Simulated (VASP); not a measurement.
The system is HfO2.

```
Hf O
1.0
     3.61865    0.00000    0.00000
     0.00000    3.61865    0.00000
     0.00000    0.00000    5.10990
Hf O
2 4
Direct
  0.00000 0.00000 0.00000
  0.50000 0.50000 0.50000
  0.00000 0.50000 0.31452
  0.50000 0.00000 0.68548
  0.00000 0.50000 0.68548
  0.50000 0.00000 0.31452
```

```yaml
Program: VASP 6.6.1
Task: relaxation of cell and atoms
Functional: PBE
Potentials_or_basis: VASP PAW PBE potentials, release 64 (Hf_pv, O)
Cutoff: 600 eV
k_mesh: 6 × 6 × 4
Occupations: gaussian, width 0.1 eV
Spin: no spin polarisation
```

At the start: pressure 20.1 GPa; volume 11.15 Å³/atom.

**Question.** How do energy, volume and symmetry change on relaxing?

**Answer.** Over 9 steps the energy falls by 1017.7 meV/atom and the volume is 10.87 Å³/atom (-2.5 %); space group P4/mmm (No. 123, to 0.1 Å) before, Fm-3m (No. 225, to 0.1 Å).

Step by step:
```tsv
step	energy change (eV)	largest force (eV/Å)	pressure (GPa)	volume (Å³)
1	0.0000	9.7935	20.13	66.91
2	-3.1151	2.3319	-31.76	81.35
3	-5.1057	0.9391	-25.25	74.73
4	-5.1151	1.1364	-24.54	74.44
5	-5.3667	2.2412	29.14	59.53
6	-6.0915	0.2337	-1.87	65.68
7	-6.0920	0.2752	-1.28	65.52
8	-6.1050	0.1082	0.09	65.16
9	-6.1062	0.0214	-0.21	65.24
```

Final structure:
```
Hf O
1.0
     3.58580    0.00000    0.00000
     0.00000    3.58580    0.00000
     0.00000    0.00000    5.07376
Hf O
2 4
Direct
  0.00000 0.00000 0.00000
  0.50000 0.50000 0.50000
  0.00000 0.50000 0.25015
  0.50000 0.00000 0.74985
  0.00000 0.50000 0.74985
  0.50000 0.00000 0.25015
```
